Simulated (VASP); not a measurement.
# InSe in VASP: a series of runs, part 2 of 2

VASP 6.6.1. Earlier steps stand in the parts before.

### 3 Single point, PBE

This run uses another cell than the first one, of 34.18 Å³/atom.

Contents of INCAR:

```
SYSTEM = InSe
PREC     = Accurate       ! precision mode
ENCUT    = 520            ! plane-wave cutoff, eV
EDIFF    = 1E-7           ! SCF threshold, eV
ISMEAR   = 0              ! smearing method
SIGMA    = 0.01           ! smearing width, eV
LREAL    = .FALSE.        ! projectors in reciprocal space
LASPH    = .TRUE.         ! aspherical terms in the spheres
NELM     = 60             ! most SCF steps
ALGO     = Normal         ! electronic algorithm
ISIF     = 2              ! what is computed and relaxed
LWAVE    = .FALSE.        ! write WAVECAR
LCHARG   = .FALSE.        ! write CHGCAR
GGA      = PE             ! functional
NBANDS   = 48             ! bands
```

Contents of KPOINTS:

```
regular mesh
0
G
  6 6 1
  0 0 0
```

Contents of POSCAR:

```
InSe
1.0
    4.0499817114     -0.0121720702      0.0000000000
   -2.0355321777      3.5502440714      0.0000000000
    0.0000000000      0.0000000000     19.0492538071
In Se
4 4
Direct
    0.3290150490      0.6625832267      0.1758883497
    0.6709849510      0.3374167733      0.6758883497
    0.3290150490      0.6625832267      0.3241116503
    0.6709849510      0.3374167733      0.8241116503
    0.3401014402      0.6731744214      0.6086076609
    0.6598985598      0.3268255786      0.1086076609
    0.3401014402      0.6731744214      0.8913923391
    0.6598985598      0.3268255786      0.3913923391
```

Potentials or basis: VASP PAW PBE potentials, release 64 (In_d, Se).

Launch:

```bash
cat potpaw_PBE.64/In_d/POTCAR potpaw_PBE.64/Se/POTCAR > POTCAR
mpirun -np 1 vasp_std > vasp.out
```

OUTCAR:

```text
SYSTEM = InSe
   PREC = Accurate
   ENCUT = 520
   EDIFF = 1E-7
   ISMEAR = 0
   LREAL = .FALSE.
   LASPH = .TRUE.
   NELM = 60
   ISIF = 2
   GGA = PE

 ion  position               nearest neighbor table
   1  0.329  0.663  0.176-   6 2.67   6 2.68   6 2.68   3 2.82
   2  0.671  0.337  0.676-   5 2.67   5 2.68   5 2.68   4 2.82
   3  0.329  0.663  0.324-   8 2.67   8 2.68   8 2.68   1 2.82
   4  0.671  0.337  0.824-   7 2.67   7 2.68   7 2.68   2 2.82
   5  0.340  0.673  0.609-   2 2.67   2 2.68   2 2.68
   6  0.660  0.327  0.109-   1 2.67   1 2.68   1 2.68
   7  0.340  0.673  0.891-   4 2.67   4 2.68   4 2.68
   8  0.660  0.327  0.391-   3 2.67   3 2.68   3 2.68

  LATTYP: Found a simple monoclinic cell.
 ALAT       =     4.0500000027
 B/A-ratio  =     4.7035194554
 C/A-ratio  =     1.0052737144
 COS(beta)  =    -0.4921715729

  Lattice vectors:

 A1 = (   4.0499817114,  -0.0121720702,   0.0000000000)
 A2 = (   0.0000000000,   0.0000000000,  19.0492538071)
 A3 = (  -2.0144495337,  -3.5380720012,   0.0000000000)

Analysis of symmetry for initial positions (statically):
[... 187 lines left out ...]
 Fermi energy:         2.3407663109

 k-point     1 :       0.0000    0.0000    0.0000
  band No.  band energies     occupation
      1     -11.9954      2.00000
      2     -11.9954      2.00000
      3     -11.8265      2.00000
      4     -11.8265      2.00000
      5     -11.8239      2.00000
      6     -11.8239      2.00000
[... 1009 lines left out ...]
     47       7.1701      0.00000
     48       7.2667      0.00000

------------------------ aborting loop because EDIFF is reached ----------------------------------------

  FORCE on cell =-STRESS in cart. coord.  units (eV):
  Direction    XX          YY          ZZ          XY          YZ          ZX
  --------------------------------------------------------------------------------------
  -------------------------------------------------------------------------------------
  Total        0.8557985      0.1655441      0.0658026      0.1916307      0.0000000      0.0000000
  in kB        5.0146643      0.9700274      0.3855791      1.1228852      0.0000000      0.0000000
  external PRESSURE =       2.1234236 kB  Pullay stress =       0.0000000 kB

 VOLUME and BASIS-vectors are now :
 -----------------------------------------------------------------------------
  energy-cutoff  :      520.00
  volume of cell :      273.43
      direct lattice vectors                 reciprocal lattice vectors
     4.049981711 -0.012172070  0.000000000     0.247340909  0.141812892  0.000000000
    -2.035532178  3.550244071  0.000000000     0.000848012  0.282156983  0.000000000
     0.000000000  0.000000000 19.049253807     0.000000000  0.000000000  0.052495495

 POSITION                                       TOTAL-FORCE (eV/Angst)
 -----------------------------------------------------------------------------------
     -0.01620      2.34833      3.35054         0.000598      0.000925      0.013000
      2.03065      1.18974     12.87517        -0.000598     -0.000925      0.013000
     -0.01620      2.34833      6.17409         0.000598      0.000925     -0.013000
      2.03065      1.18974     15.69871        -0.000598     -0.000925     -0.013000
      0.00714      2.38579     11.59352         0.000159      0.000125     -0.014065
      2.00731      1.15228      2.06889        -0.000159     -0.000125     -0.014065
      0.00714      2.38579     16.98036         0.000159      0.000125      0.014065
      2.00731      1.15228      7.45573        -0.000159     -0.000125      0.014065
 -----------------------------------------------------------------------------------
    total drift:                               -0.000000      0.000000     -0.000000

  FREE ENERGIE OF THE ION-ELECTRON SYSTEM (eV)
  ---------------------------------------------------
  free  energy   TOTEN  =       -28.4291510534 eV

  energy  without entropy=      -28.4291510534  energy(sigma->0) =      -28.42915105
```

OSZICAR:

```text
N       E                     dE             d eps       ncg     rms          rms(c)
DAV:   1     0.758573645538E+03    0.75857E+03   -0.33665E+04  1928   0.167E+03
DAV:   2     0.851453592538E+02   -0.67343E+03   -0.65266E+03  1936   0.439E+02
DAV:   3    -0.222676616151E+02   -0.10741E+03   -0.10462E+03  2360   0.188E+02
DAV:   4    -0.291066470339E+02   -0.68390E+01   -0.67954E+01  2296   0.479E+01
DAV:   5    -0.293629990607E+02   -0.25635E+00   -0.25625E+00  2408   0.955E+00    0.978E+00
DAV:   6    -0.284413999499E+02    0.92160E+00   -0.14621E+00  2488   0.159E+01    0.562E+00
DAV:   7    -0.284337803987E+02    0.76196E-02   -0.10182E+00  2736   0.527E+00    0.147E+00
DAV:   8    -0.284252443140E+02    0.85361E-02   -0.10413E-01  2792   0.310E+00    0.107E+00
DAV:   9    -0.284281912156E+02   -0.29469E-02   -0.19232E-02  2208   0.592E-01    0.421E-01
DAV:  10    -0.284287526827E+02   -0.56147E-03   -0.21279E-03  3000   0.332E-01    0.206E-01
DAV:  11    -0.284291397213E+02   -0.38704E-03   -0.10326E-03  2096   0.199E-01    0.674E-02
DAV:  12    -0.284291345830E+02    0.51383E-05   -0.80859E-05  3088   0.713E-02    0.312E-02
DAV:  13    -0.284291498806E+02   -0.15298E-04   -0.25644E-05  2440   0.239E-02    0.584E-03
DAV:  14    -0.284291506117E+02   -0.73111E-06   -0.22974E-06  2360   0.185E-02    0.273E-03
DAV:  15    -0.284291509692E+02   -0.35750E-06   -0.11629E-06  1808   0.423E-03    0.255E-03
DAV:  16    -0.284291510534E+02   -0.84206E-07   -0.97478E-08  1664   0.361E-03
   1 F= -.28429151E+02 E0= -.28429151E+02  d E =-.284410E-11
```

stdout:

```text
POSCAR found type information on POSCAR InSe
 POSCAR found :  2 types and       8 ions
 scaLAPACK will be used
 LDA part: xc-table for (Slater+PW92), standard interpolation
 POSCAR, INCAR and KPOINTS ok, starting setup
 FFT: planning ... GRIDC
 FFT: planning ... GRID_SOFT
 FFT: planning ... GRID
 WAVECAR not read
 entering main loop
```

It took 4.7 min on 1 thread of Intel Xeon Platinum 8375C at 2.90GHz (Ice Lake), shared host; peak memory 0.47 GiB.

Results:

| Property | Result |
| --- | --- |
| Free energy | -28.4292 eV |
| Pressure | 0.2 GPa |
| Largest force | 0.014 eV/Å |
| Band gap on the k mesh | 0.92 eV |

Forces in eV/Å, atoms in the order of the input:
```
In   0.001  0.001  0.013
In  -0.001 -0.001  0.013
In   0.001  0.001 -0.013
In  -0.001 -0.001 -0.013
Se   0.000  0.000 -0.014
Se   0.000  0.000 -0.014
Se   0.000  0.000  0.014
Se   0.000  0.000  0.014
```

Caveat: spin-orbit coupling is left out, which moves the levels of the heavy elements; this functional lacks dispersion, which binds the layers, so the pressure and a relaxed spacing across them are unreliable.
